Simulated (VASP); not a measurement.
Here is a VASP 6.6.1 calculation.

The input INCAR:

```
SYSTEM = Na
PREC     = Accurate       ! precision mode
ENCUT    = 500            ! plane-wave cutoff, eV
EDIFF    = 1E-6           ! SCF threshold, eV
ISMEAR   = -1             ! smearing method
SIGMA    = 0.1            ! smearing width, eV
LREAL    = .False.        ! projectors in reciprocal space
LASPH    = .True.         ! aspherical terms in the spheres
NELM     = 120            ! most SCF steps
ALGO     = Normal         ! electronic algorithm
ISIF     = 2              ! what is computed and relaxed
LWAVE    = .False.        ! write WAVECAR
LCHARG   = .True.         ! write CHGCAR
GGA      = PS             ! functional
LELF     = .True.         ! ELF
LVHAR    = .True.       
NBANDS   = 10             ! bands
GGA_COMPAT= .False.
```

The input KPOINTS:

```
Automatic mesh
0
Gamma
  8 8 8
  0 0 0
```

The input POSCAR:

```
Na
1.0
   -2.0886959611      2.0886959611      2.0886959611
    2.0886959611     -2.0886959611      2.0886959611
    2.0886959611      2.0886959611     -2.0886959611
Na
1
Direct
    0.0000000000      0.0000000000      0.0000000000
```

Potentials or basis: VASP PAW PBE potentials, release 64 (Na_pv).

Command:

```sh
$ cat potpaw_PBE.64/Na_pv/POTCAR > POTCAR
$ mpirun -np 1 vasp_std > vasp.out
```

**Question.** Estimate the pressure.

**Answer.** 0.0 GPa.

**Question.** Predict the band gap on the k mesh.

**Answer.** Zero (an odd number of electrons rules out a gap without spin polarisation).

Caveat: the PAW data sets were made with another functional, which shifts forces and pressure a little.
